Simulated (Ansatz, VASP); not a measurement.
# One calculation of Si, two programs

Contents of POSCAR:

```
Si
1.0
    3.8704508546      0.0000000000      0.0000000000
   -1.9352254273      3.3519087641      0.0000000000
    0.0000000000      0.0000000000      6.3234054072
Si
4
Direct
    0.3333333333      0.6666666667     -0.0002296918
    0.6666666667      0.3333333333      0.4997703082
    0.3333333333      0.6666666667      0.3752296918
    0.6666666667      0.3333333333      0.8752296918
```

Contents of INCAR.step1:

```
SYSTEM = Si
ALGO = Normal ; EDIFF = 1E-5
ENCUT = 520 ; GGA = PE
ISIF = 2 ; ISMEAR = 0
LASPH = .True. ; LCHARG = .False.
LREAL = .False. ; LWAVE = .True.
NBANDS = 16 ; NELM = 60
PREC = Accurate ; SIGMA = 0.01
```

INCAR.step2

```
SYSTEM = Si
ALGO = Normal ; EDIFF = 1E-6
ENCUT = 520 ; GGA = PE
HFSCREEN = 0.2079 ; ISIF = 2
ISMEAR = 0 ; ISTART = 1
LASPH = .True. ; LCHARG = .False.
LHFCALC = .True. ; LREAL = .False.
LWAVE = .False. ; NBANDS = 16
NELM = 60 ; PREC = Accurate
PRECFOCK = Normal ; SIGMA = 0.01
```

The input KPOINTS:

```
k-points
0
Gamma
  6 6 4
  0 0 0
```

Input for Ansatz:

```yaml
crystal:
  lattice:
    - [3.8704508546, 0.0, 0.0]
    - [-1.9352254273, 3.3519087641, 0.0]
    - [0.0, 0.0, 6.3234054072]
  atoms:
    - { symbol: Si, position: [0.3333333333, 0.6666666667, -0.0002296918] }
    - { symbol: Si, position: [0.6666666667, 0.3333333333, 0.4997703082] }
    - { symbol: Si, position: [0.3333333333, 0.6666666667, 0.3752296918] }
    - { symbol: Si, position: [0.6666666667, 0.3333333333, 0.8752296918] }
kpoints:
  mp_grid: { grid: [6, 6, 4] }
  band_path:
    path:
      - [0.0, 0.0, 0.0]
      - [0.5, 0.0, 0.0]
      - [0.3333333333, 0.3333333333, 0.0]
      - [0.0, 0.0, 0.5]
      - [0.5, 0.0, 0.5]
      - [0.3333333333, 0.3333333333, 0.5]
      - [0.0, 0.5, 0.0]
    npoints: 1
hamiltonian:
  xc: hse06
scf:
  occupations: { method: fixed }
  n_extra_bands: 5
output:
  forces: true
  stress: true
  eigenvalues: true
```

Change from the starting cell: epitaxial_xy strain +1.0%.

Alike in both runs: task single point; functional HSE06; k mesh 6 × 6 × 4; no spin polarisation.

```csv
,VASP,Ansatz
version,VASP 6.6.1,Ansatz 0.2.0
potentials or method,"VASP PAW PBE potentials, release 64 (Si)","plane waves, PAW"
plane-wave cutoff (eV),520,420
occupations,"gaussian, width 0.01 eV",fixed
valence electrons in the cell,16,16
```

VASP gave:

| Quantity | Value |
| --- | --- |
| gap on the k mesh at the Fermi level (eV) | 0.98 |
| pressure (GPa) | -2.1 |
| traceless stress, the component that is largest in VASP (GPa) | 1.26 |
| rms of the force components (eV/Å) | 0.011 |

**Question.** Which values does Ansatz return?

**Answer.** gap on the k mesh at the Fermi level (eV): 0.97; pressure (GPa): -1.8; traceless stress, the component that is largest in VASP (GPa): 1.26; rms of the force components (eV/Å): 0.012.

Atom by atom the forces differ by 0.000 eV/Å (rms over components). Ansatz's warnings: stress exchange threshold loose, stress scf threshold loose.
